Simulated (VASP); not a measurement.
A run of VASP 6.6.1:

Contents of INCAR:

```
PREC = Accurate
ENCUT = 520
EDIFF = 1E-6
ISMEAR = 0
SIGMA = 0.05
LREAL = F
LASPH = T
NELM = 80
ALGO = Fast
ISIF = 2
LWAVE = F
LCHARG = F
GGA = PS
NBANDS = 24
```

File KPOINTS:

```
Automatic mesh
0
Gamma
  8 8 8
```

Contents of POSCAR:

```
LiGa
1.0
    0.0000000000      3.0344317484      3.0344317484
    3.0344317484      0.0000000000      3.0344317484
    3.0344317484      3.0344317484      0.0000000000
Li Ga
2 2
Direct
    0.0000000000      0.0000000000      0.0000000000
    0.2500000000      0.2500000000      0.2500000000
    0.5000000000      0.5000000000      0.5000000000
    0.7500000000      0.7500000000      0.7500000000
```

Potentials or basis: VASP PAW PBE potentials, release 64 (Li_sv, Ga_d).

Launch:

```console
$ cat potpaw_PBE.64/Li_sv/POTCAR potpaw_PBE.64/Ga_d/POTCAR > POTCAR
$ mpirun -np 1 vasp_std > vasp.out
```

Hardware: 1 thread of Intel(R) Xeon(R) Platinum 8259CL CPU @ 2.50GHz (Skylake/Cascade Lake) (shared host).

Task: Estimate the wall time of this run.

Result: It took 62 s on 1 thread of Intel(R) Xeon(R) Platinum 8259CL CPU @ 2.50GHz (Skylake/Cascade Lake) (shared host), peak memory 0.19 GiB. Counts: scf iterations 22, k points 29.
